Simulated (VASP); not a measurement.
The system is Cu.

```
CELL_PARAMETERS angstrom
0.00000 1.83129 1.83129
1.83129 0.00000 1.83129
1.83129 1.83129 0.00000
ATOMIC_POSITIONS crystal
Cu 0.00000 0.00000 0.00000
```

Base run:

| Property | Result |
| --- | --- |
| Program | VASP 6.6.1 |
| Functional | RPBE |
| Dispersion | D3(BJ) |
| Potentials or basis | VASP PAW PBE potentials, release 64 (Cu) |
| Cutoff | 600 eV |
| k mesh | 13 × 13 × 13 |
| Occupations | fermi-dirac, width 0.05 eV |
| Spin | no spin polarisation |

Its results: pressure -35.2 GPa.

**Question.** After a change of settings the same cell gave: pressure -10.7 GPa. Which change was it?
A. functional from RPBE to PBE
B. dispersion from D3(BJ) to none
C. functional from RPBE to revPBE; dispersion from D3(BJ) to D4
D. functional from RPBE to revPBE

**Answer.** A.

Caveats: pairwise dispersion overbinds metals, which lowers pressure and volume; the PAW data sets were made with another functional, which shifts forces and pressure a little (some runs).
